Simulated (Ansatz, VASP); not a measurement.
# One calculation of Ag, two programs

```
Ag
1.0
    -1.46606    1.46606    2.07404
     1.46606   -1.46606    2.07404
     1.46606    1.46606   -2.07404
Ag
1
Cartesian
  0.0000 0.0000 0.0000
```

Alike in both runs: functional PBE; k mesh 26 × 26 × 26; occupations gaussian, width 0.1 eV; no spin polarisation.

Ansatz relaxed the structure, and its values are those at the end. VASP's run is a single point on that final structure, the one shown.

```csv
,VASP,Ansatz
version,VASP 6.6.1,Ansatz 0.2.0
potentials or method,"VASP PAW PBE potentials, release 64 (Ag), cutoff 520 eV","scalar-relativistic, plane waves, PAW"
valence electrons in the cell,11,19
```

|  | VASP | Ansatz | Ansatz less VASP |
| --- | --- | --- | --- |
| gap on the k mesh at the Fermi level (eV) | none | none | - |
| pressure (GPa) | -0.1 | 0.0 | +0.05 |

A gap of «none» marks a metal or a gap that the smearing closes. VASP's potentials hold 11 valence electrons a cell and Ansatz's 19, so a difference there can come from the potentials and not from the codes.
